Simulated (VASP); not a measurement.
Write the native input for VASP 6.6.1 that does the following.

- Task: single point
- Functional: RPBE
- Potentials or basis: VASP PAW PBE potentials, release 64 (W_sv)
- Cutoff: 520 eV
- k mesh: 11 × 11 × 11
- Occupations: fermi-dirac, width 0.1 eV
- Spin: no spin polarisation
- Dipole correction: no
- Further INCAR settings: ALGO = Normal; EDIFF = 1e-06; NBANDS = 21

The structure of W lies in POSCAR:

```
W
1.0
    0.0000000000      2.8941586844      2.8941586844
    2.8941586844      0.0000000000      2.8941586844
    2.8941586844      2.8941586844      0.0000000000
W
2
Direct
    0.1250000000      0.1250000000      0.1250000000
    0.8750000000      0.8750000000      0.8750000000
```

This isn't the form of W at room conditions, which is bcc.

These files were run (other wordings do the same):

INCAR

```
SYSTEM = W
ALGO = Normal
EDIFF = 1E-6
ENCUT = 520
GGA = RP
ISIF = 2
ISMEAR = -1
LASPH = .TRUE.
LCHARG = .FALSE.
LREAL = .FALSE.
LWAVE = .FALSE.
NBANDS = 21
NELM = 80
PREC = Accurate
SIGMA = 0.1
```

KPOINTS

```
k-points
0
G
  11 11 11
  0 0 0
```

Potentials or basis: VASP PAW PBE potentials, release 64 (W_sv).

The run is started by

```sh
$ cat potpaw_PBE.64/W_sv/POTCAR > POTCAR
$ mpirun -np 1 vasp_std > vasp.out
```

Results of the run:

```
Pressure               : 5.6 GPa
Band gap on the k mesh : zero (bands 14 and 15 overlap by 0.99 eV)
```

Caveat: the cell stands under pressure; the PAW data sets were made with another functional, which shifts forces and pressure a little; spin-orbit coupling is left out, which moves the levels of the heavy elements.

Run time: 71 s on 1 thread of Intel Xeon 8259CL, on a shared host, peak memory 0.19 GiB.
